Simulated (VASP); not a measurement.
A run of VASP 6.6.1 is set up as follows.

Contents of INCAR:

```
PREC = Accurate ; ENCUT = 520
EDIFF = 1E-6 ; ISMEAR = -1
SIGMA = 0.05 ; LREAL = False
LASPH = True ; NELM = 80
ALGO = Normal ; ISIF = 2
LWAVE = False ; LCHARG = False
GGA = PS ; NBANDS = 24
```

Contents of KPOINTS:

```
regular mesh
0
Gamma
  8 8 8
```

The input POSCAR:

```
TePt
1.0
    1.9682666240      1.1363792652      6.6163272091
   -1.9682666240      1.1363792652      6.6163272091
    0.0000000000     -2.2727585304      6.6163272091
Pt Te
2 2
Direct
    0.1296666667      0.1296666667      0.1296666667
    0.8703333333      0.8703333333      0.8703333333
    0.4020000000      0.4020000000      0.4020000000
    0.5980000000      0.5980000000      0.5980000000
```

Potentials or basis: VASP PAW PBE potentials, release 64 (Pt, Te).

Command:

```console
$ cat potpaw_PBE.64/Pt/POTCAR potpaw_PBE.64/Te/POTCAR > POTCAR
$ mpirun -np 1 vasp_std > vasp.out
```

Task: Predict the pressure.

Result: 2.3 GPa.

Task: What does it give for the band gap on the k mesh?

Result: Zero (band 16 reaches 10.01 eV, above the bottom of band 17 at 7.35 eV).

Stress tensor (GPa, compression positive):
```
2.66 0.00 0.00
0.00 2.66 0.00
0.00 0.00 1.53
```

Caveat: the PAW data sets were made with another functional, which shifts forces and pressure a little; spin-orbit coupling is left out, which moves the levels of the heavy elements.
